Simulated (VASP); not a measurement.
## Au: single point with HSE06

The system is Au.

```
CELL_PARAMETERS angstrom
-1.63641 1.63641 1.63641
1.63641 -1.63641 1.63641
1.63641 1.63641 -1.63641
ATOMIC_POSITIONS crystal
Au 0.00000 0.00000 0.00000
```

This isn't the form of Au at room conditions, which is fcc.

```json
{
  "Program": "VASP 6.6.1",
  "Task": "single point",
  "Functional": "HSE06",
  "Potentials or basis": "VASP PAW PBE potentials, release 64 (Au)",
  "Cutoff": "520 eV",
  "k mesh": "10 × 10 × 10",
  "Occupations": "gaussian, width 0.05 eV",
  "Spin": "no spin polarisation",
  "Dipole correction": "no",
  "Grid for exact exchange (PRECFOCK)": "Normal",
  "Further INCAR settings": "ALGO = Normal; EDIFF = 1e-06; NBANDS = 12",
  "Share of exact exchange": "0.25",
  "Screening parameter": "0.2079 1/Å"
}
```

```json
{
 "Pressure": "0.1 GPa",
 "Band gap on the k mesh": "zero (an odd number of electrons rules out a gap without spin polarisation)"
}
```

Levels at points of the mesh, in eV from the Fermi level:
| k point | band 3 | band 4 | band 5 | band 6 | band 7 | band 8 | band 9 | band 10 |
| --- | --- | --- | --- | --- | --- | --- | --- | --- |
| (0.00, 0.00, 0.00) | -5.88 | -5.88 | -4.00 | -4.00 | 17.55 | 17.55 | 17.55 | 25.42 |
| (0.50, 0.00, 0.00) | -4.09 | -3.76 | -2.20 | -0.57 | 4.02 | 13.29 | 14.88 | 22.76 |
| (0.50, 0.50, 0.50) | -2.63 | -2.63 | -2.63 | 6.96 | 6.96 | 6.96 | 10.81 | 16.66 |

Wall time 20 min on 2 MPI ranks on Intel(R) Xeon(R) 6975P-C (Granite Rapids), with other jobs on the host, peak memory 0.26 GiB a rank.

Caveat: the PAW data sets were made with another functional, which shifts forces and pressure a little; spin-orbit coupling is left out, which moves the levels of the heavy elements.
